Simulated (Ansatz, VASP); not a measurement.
Al3Cu in VASP and in Ansatz

```xyz
4
Lattice="3.6685 0.0000 0.0000 0.0000 3.9514 0.0000 0.0000 0.0000 3.9447" Properties=species:S:1:pos:R:3 pbc="T T T"
Al    0.0000    1.9757    1.9723
Al    1.8342    0.0000    1.9723
Al    1.8342    1.9757    0.0000
Cu    0.0000    0.0000    0.0000
```

Change from the starting cell: strain +e along x and -e along y -0.0367, strain +e along z and -e/2 along x and y +0.0233.

Alike in both runs: task single point; functional LDA; k mesh 10 × 10 × 10; occupations gaussian, width 0.15 eV; no spin polarisation.

|  | VASP | Ansatz |
| --- | --- | --- |
| version | VASP 6.6.1 | Ansatz 0.2.0 |
| potentials or method | VASP PAW LDA potentials, release 64 (Al, Cu), cutoff 520 eV | scalar-relativistic, plane waves, PAW |
| valence electrons in the cell | 20 | 28 |

|  | VASP | Ansatz | Ansatz less VASP |
| --- | --- | --- | --- |
| gap on the k mesh at the Fermi level (eV) | none | none | - |
| pressure (GPa) | 0.7 | 0.4 | -0.31 |
| traceless stress, the component that is largest in VASP (GPa) | 4.90 | 4.88 | -0.024 |

Ansatz warns that its potentials were made for another functional, while VASP's fit it. LDA's correlation is that of Perdew and Zunger in VASP and of Perdew and Wang (1992) in Ansatz. A gap of «none» marks a metal or a gap that the smearing closes. VASP's potentials hold 20 valence electrons a cell and Ansatz's 28, so a difference there can come from the potentials and not from the codes.
